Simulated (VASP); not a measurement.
Write the native input for VASP 6.6.1 that does the following.

* Task: single point
* Functional: PBE
* Potentials or basis: VASP PAW PBE potentials, release 64 (Zn, Cu)
* Cutoff: 520 eV
* k mesh: 20 × 20 × 12
* Occupations: gaussian, width 0.15 eV
* Spin: no spin polarisation
* Dipole correction: no
* Further INCAR settings: ALGO = Normal; EDIFF = 1e-07; NBANDS = 18

The structure of ZnCu lies in POSCAR:

```
ZnCu
1.0
    1.4880390000     -2.1212790000      0.0000000000
    1.4880390000      2.1212790000      0.0000000000
    0.0000000000      0.0000000000      4.1407460000
Zn Cu
1 1
Direct
    0.5000000000      0.5000000000      0.5000000000
   -0.0177317357     -0.1010666932      0.0000000000
```

This cell differs from its parent crystal: all Cu atoms moved -0.250 Å, as atom 2 along Cartesian [1 1 0].

One way to write it, as run:

INCAR

```
SYSTEM = ZnCu
PREC = Accurate
ENCUT = 520
EDIFF = 1E-7
ISMEAR = 0
SIGMA = 0.15
LREAL = .False.
LASPH = .True.
NELM = 100
ALGO = Normal
ISIF = 2
LWAVE = .False.
LCHARG = .False.
GGA = PE
NBANDS = 18
```

KPOINTS

```
Automatic mesh
0
Gamma
  20 20 12
  0 0 0
```

Potentials or basis: VASP PAW PBE potentials, release 64 (Zn, Cu).

Run with:

```sh
$ cat potpaw_PBE.64/Zn/POTCAR potpaw_PBE.64/Cu/POTCAR > POTCAR
$ mpirun -np 1 vasp_std > vasp.out
```

Results of the run:

| Quantity | Value |
| --- | --- |
| Pressure | 1.6 GPa |
| Largest force | 0.504 eV/Å |

Caveat: the cell differs from its parent crystal (all Cu atoms moved -0.250 Å, as atom 2 along Cartesian [1 1 0]).

Run time: 4.3 min on 1 thread of Intel(R) Xeon(R) 6975P-C (Granite Rapids) (shared host), peak memory 0.74 GiB.
